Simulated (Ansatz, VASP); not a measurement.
## Two plane-wave programs on TaAs

```
Ta As
1.0
     3.46290    0.00000    0.00000
     0.00000    3.46290    0.00000
     0.23469    0.00000   11.73459
Ta As
4 4
Direct
  0.99682 0.50000 0.75019
  0.50680 0.50000 0.00014
  0.49682 0.00000 0.25019
  0.00680 0.00000 0.50014
  0.49402 0.00000 0.83243
  0.00236 0.00000 0.08243
  0.99402 0.50000 0.33243
  0.50236 0.50000 0.58243
```

Change from the starting cell: shear of c along a, cell held, atoms relaxed: +2.0 %.

Alike in both runs: functional PBE; k mesh 10 × 10 × 4; occupations gaussian, width 0.1 eV; no spin polarisation.

Ansatz relaxed the structure, and its values are those at the end. VASP's run is a single point on that final structure, the one shown.

```csv
,VASP,Ansatz
version,VASP 6.6.1,Ansatz 0.2.0
potentials or method,"VASP PAW PBE potentials, release 64 (Ta_pv, As), cutoff 520 eV","scalar-relativistic, plane waves, PAW"
valence electrons in the cell,64,112
```

Ansatz gave:

```
gap on the k mesh at the Fermi level (eV) : 0.09
least direct gap on the mesh (eV)         : 0.12
pressure (GPa)                            : 0.0
```

Task: Estimate VASP's values.

Result: gap on the k mesh at the Fermi level (eV): 0.08; least direct gap on the mesh (eV): 0.11; pressure (GPa): 0.5.

VASP's potentials hold 64 valence electrons a cell and Ansatz's 112, so a difference there can come from the potentials and not from the codes. Ansatz's warnings: stress scf threshold loose.

Neither program's run includes spin-orbit coupling.
